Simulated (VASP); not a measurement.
Write the native input for VASP 6.6.1 that does the following.

| Quantity | Value |
| --- | --- |
| Task | single point |
| Functional | PBE |
| Potentials or basis | VASP PAW PBE potentials, release 64 (K_sv, F) |
| Cutoff | 520 eV |
| k mesh | 8 × 8 × 8 |
| Occupations | gaussian, width 0.05 eV |
| Spin | no spin polarisation |
| Dipole correction | no |
| Further INCAR settings | ALGO = Normal; EDIFF = 1e-06; NBANDS = 15 |

The structure of KF lies in POSCAR:

```
KF
1.0
    0.0000000000      2.7105354767      2.5072453159
    2.6156667350      0.0000000000      2.5072453159
    2.6156667350      2.7105354767      0.0000000000
K F
1 1
Direct
    0.0000000000      0.0000000000      0.0000000000
    0.5000000000      0.5000000000      0.5000000000
```

This cell differs from its parent crystal: normal strain along x -0.0350, normal strain along z -0.0750.

These files were run (other wordings do the same):

INCAR

```
ALGO = Normal
EDIFF = 1E-6
ENCUT = 520
GGA = PE
ISIF = 2
ISMEAR = 0
LASPH = True
LCHARG = False
LREAL = False
LWAVE = False
NBANDS = 15
NELM = 60
PREC = Accurate
SIGMA = 0.05
```

KPOINTS

```
k-points
0
Gamma
  8 8 8
```

Potentials or basis: VASP PAW PBE potentials, release 64 (K_sv, F).

Run with:

```bash
$ cat potpaw_PBE.64/K_sv/POTCAR potpaw_PBE.64/F/POTCAR > POTCAR
$ mpirun -np 1 vasp_std > vasp.out
```

It gave:

- Pressure: 5.0 GPa
- Band gap on the k mesh: 6.42 eV, direct

Caveat: the cell differs from its parent crystal (normal strain along x -0.0350, normal strain along z -0.0750).

Wall time 19 s on 1 thread of Intel(R) Xeon(R) 6975P-C (Granite Rapids) (shared host), peak memory 0.18 GiB.
